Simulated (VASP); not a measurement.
**Ti: relaxation of the atoms with PBEsol**

Ti, a slab with vacuum:

```
CELL_PARAMETERS angstrom
5.90000 0.00000 0.00000
2.95000 5.10955 0.00000
0.00000 0.00000 17.68460
ATOMIC_POSITIONS crystal
Ti 0.00000 0.00000 0.05655
Ti 0.50000 0.00000 0.05655
Ti 0.00000 0.50000 0.05655
Ti 0.50000 0.50000 0.05655
Ti 0.83333 0.33333 0.18899
Ti 0.33333 0.33333 0.18899
Ti 0.83333 0.83333 0.18899
Ti 0.33333 0.83333 0.18899
Ti 0.00000 0.00000 0.32144
Ti 0.50000 0.00000 0.32144
Ti 0.00000 0.50000 0.32144
Ti 0.50000 0.50000 0.32144
Ti 0.67991 0.16760 0.48204
```

```yaml
Program: VASP 6.6.1
Task: relaxation of the atoms
Functional: PBEsol
Potentials_or_basis: VASP PAW PBE potentials, release 64 (Ti_sv)
Cutoff: 520 eV
k_mesh: 3 × 3 × 1
Occupations: fermi-dirac, width 0.15 eV
Spin: no spin polarisation
Dipole_correction: no
Atoms_held_fixed_from_0: "[0, 1, 2, 3]"
Further_INCAR_settings: ALGO = Normal; EDIFF = 1e-06; IBRION = 2; EDIFFG = -0.08; NSW = 45
```

The energy gained by relaxing is 166.3 meV/atom and the ionic steps are 17. The band gap on the k mesh is zero (bands 78 and 79 overlap by 0.49 eV).

Step by step:
| step | energy change (eV) | largest force on free atoms (eV/Å) | pressure (GPa) |
| --- | --- | --- | --- |
| 1 | 0.0000 | 2.6427 | -4.90 |
| 2 | -0.3742 | 2.6592 | -4.92 |
| 3 | -1.3579 | 1.7948 | -4.58 |
| 4 | 0.0654 | 3.6712 | -2.26 |
| 5 | -1.5884 | 0.7632 | -4.12 |
| 6 | -1.5940 | 0.9201 | -3.99 |
| 7 | -1.7764 | 0.7662 | -3.75 |
| 8 | -1.9878 | 0.4393 | -3.04 |
| 9 | -2.0667 | 0.3787 | -2.99 |
| 10 | -2.0681 | 0.4412 | -2.97 |
| 11 | -2.1279 | 0.2684 | -2.63 |
| 12 | -2.1317 | 0.3017 | -2.51 |
| 13 | -2.1535 | 0.1274 | -2.24 |
| 14 | -2.1541 | 0.1363 | -2.18 |
| 15 | -2.1598 | 0.1188 | -2.12 |
| 16 | -2.1600 | 0.0996 | -2.13 |
| 17 | -2.1622 | 0.0737 | -2.09 |

Final structure:
```
Ti
1.0
     5.90000    0.00000    0.00000
     2.95000    5.10955    0.00000
     0.00000    0.00000   17.68460
Ti
13
Direct
  0.00000 0.00000 0.05655
  0.50000 0.00000 0.05655
  0.00000 0.50000 0.05655
  0.50000 0.50000 0.05655
  0.83657 0.33851 0.17792
  0.32407 0.33688 0.17972
  0.83568 0.82456 0.17893
  0.33372 0.83335 0.17735
  0.98652 0.00626 0.30115
  0.50595 0.00714 0.30471
  0.99454 0.49950 0.31624
  0.50557 0.48671 0.30277
  0.69063 0.16791 0.41536
```

Levels at points of the mesh, in eV from the Fermi level:
```tsv
k point	band 76	band 77	band 78	band 79	band 80	band 81
(0.00, 0.00, 0.00)	0.18	0.22	0.37	0.44	0.45	0.66
```

Run time: 2.3 h on 1 thread of Intel(R) Xeon(R) 6975P-C (Granite Rapids) (shared host), peak memory 0.78 GiB.

Caveat: the k points lie up to 0.41 Å⁻¹ apart; the PAW data sets were made with another functional, which shifts forces and pressure a little.
